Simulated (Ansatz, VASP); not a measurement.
# KCl: VASP beside Ansatz

File INCAR:

```
ALGO = Normal
EDIFF = 1E-8
ENCUT = 400
GGA = PS
GGA_COMPAT = False
ISIF = 2
ISMEAR = -1
LASPH = True
LCHARG = False
LEFG = True
LREAL = False
LWAVE = False
NBANDS = 15
NELM = 120
PREC = Accurate
SIGMA = 0.01
```

KPOINTS

```
k-points
0
Gamma
  7 7 7
```

The input POSCAR:

```
KCl
1.0
    3.6340000000      0.0000000000      0.0000000000
    0.0000000000      3.6340000000      0.0000000000
    0.0000000000      0.0000000000      3.6703400000
K Cl
1 1
Direct
    0.0000000000      0.0000000000      0.0000000000
    0.5000000000      0.5000000000      0.5000000000
```

Input for Ansatz:

```yaml
crystal:
  lattice:
    - [3.634, 0.0, 0.0]
    - [0.0, 3.634, 0.0]
    - [0.0, 0.0, 3.67034]
  atoms:
    - { symbol: K, position: [0.0, 0.0, 0.0] }
    - { symbol: Cl, position: [0.5, 0.5, 0.5] }
kpoints:
  mp_grid: { grid: [7, 7, 7] }
scf:
  occupations: { method: fermi_dirac, width: 0.01 }
hamiltonian:
  xc: pbesol
  pseudopotentials: { kind: paw }
output:
  forces: true
  stress: true
  eigenvalues: true
  efg: { contact_densities: true }
```

Change from the starting cell: zz strain of +1 %, PAW files.

Alike in both runs: task electric field gradients; functional PBEsol; k mesh 7 × 7 × 7; occupations fermi-dirac, width 0.01 eV; no spin polarisation.

|  | VASP | Ansatz |
| --- | --- | --- |
| version | VASP 6.6.1 | Ansatz 0.2.0 |
| potentials or method | VASP PAW PBE potentials, release 64 (K_sv, Cl) | PAW with Ansatz's default frozen-core files, scalar-relativistic |
| plane-wave cutoff (eV) | 400 | 420 |
| valence electrons in the cell | 16 | 16 |

VASP gave:

```
gap on the k mesh at the Fermi level (eV)                     : 5.32
pressure (GPa)                                                : 2.1
traceless stress, the component that is largest in VASP (GPa) : -0.33
size of Vzz on the site where it differs most (V/Å²)          : 2.6
```

**Question.** Estimate Ansatz's values.

**Answer.** gap on the k mesh at the Fermi level (eV): 5.33; pressure (GPa): 2.0; traceless stress, the component that is largest in VASP (GPa): -0.33; size of Vzz on the site where it differs most (V/Å²): 2.6.

VASP's potentials were made for PBE, not for PBEsol.
